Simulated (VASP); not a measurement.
Wanted: the native input for a VASP 6.6.1 run.

- Task: single point
- Functional: PBE
- Potentials or basis: VASP PAW PBE potentials, release 64 (B, F)
- Cutoff: 520 eV
- k mesh: 6 × 6 × 4
- Occupations: gaussian, width 0.1 eV
- Spin: no spin polarisation
- Dipole correction: no
- Further INCAR settings: ALGO = Normal; EDIFF = 1e-07; NBANDS = 18

The structure of BF lies in POSCAR:

```
BF
1.0
    2.2500886300     -1.6442973700      0.0000000000
    2.2500886300      1.6442973700      0.0000000000
   -0.8258475700      0.0000000000      4.8553856600
B F
2 2
Direct
    0.0032000000      0.4968000100      0.0000000000
    0.4968000100      0.0032000000      0.5000000000
    0.5713999900      0.4056000100      0.2536999900
    0.4056000100      0.5713999900      0.7536999900
```

The input as run:

INCAR

```
SYSTEM = BF
  PREC = Accurate
  ENCUT = 520
  EDIFF = 1E-7
  ISMEAR = 0
  SIGMA = 0.1
  LREAL = .FALSE.
  LASPH = .TRUE.
  NELM = 100
  ALGO = Normal
  ISIF = 2
  LWAVE = .FALSE.
  LCHARG = .FALSE.
  GGA = PE
  NBANDS = 18
```

KPOINTS

```
Automatic mesh
0
G
  6 6 4
  0 0 0
```

Potentials or basis: VASP PAW PBE potentials, release 64 (B, F).

Command:

```console
$ cat potpaw_PBE.64/B/POTCAR potpaw_PBE.64/F/POTCAR > POTCAR
$ mpirun -np 1 vasp_std > vasp.out
```

Results of the run:

The pressure is 21.9 GPa and the largest force is 0.909 eV/Å. The band gap on the k mesh is zero (band 10 reaches 5.17 eV, above the bottom of band 11 at 4.84 eV).

Caveat: the k points lie up to 0.40 Å⁻¹ apart.

It took 10 s on 1 thread of Intel(R) Xeon(R) 6975P-C (Granite Rapids) (shared host), peak memory 0.16 GiB.
